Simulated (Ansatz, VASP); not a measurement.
## Two plane-wave programs on InAgF2

```
CELL_PARAMETERS angstrom
3.74620 0.00000 0.00000
-1.87310 3.24430 0.00000
0.00000 0.00000 6.07417
ATOMIC_POSITIONS crystal
In 0.00000 0.00000 0.00000
Ag 0.00000 0.00000 0.50000
F 0.33333 0.66667 0.72044
F 0.66667 0.33333 0.27956
```

Alike in both runs: functional PBE; k mesh 6 × 6 × 4; occupations gaussian, width 0.1 eV; no spin polarisation.

Ansatz relaxed the structure, and its values are those at the end. VASP's run is a single point on that final structure, the one shown.

|  | VASP | Ansatz |
| --- | --- | --- |
| version | VASP 6.6.1 | Ansatz 0.2.0 |
| potentials or method | VASP PAW PBE potentials, release 64 (In_d, Ag, F), cutoff 520 eV | scalar-relativistic, plane waves, PAW |
| valence electrons in the cell | 38 | 46 |

```tsv
	VASP	Ansatz	Ansatz less VASP
gap on the k mesh at the Fermi level (eV)	0.26	0.26	+0.004
least direct gap on the mesh (eV)	1.44	1.45	+0.011
pressure (GPa)	-0.1	0.1	+0.22
rms of the force components (eV/Å)	0.001	0.004	+0.0023
```

With one functional, cell and mesh, what is left measures potentials, basis and numerics. VASP's potentials hold 38 valence electrons a cell and Ansatz's 46, so a difference there can come from the potentials and not from the codes.
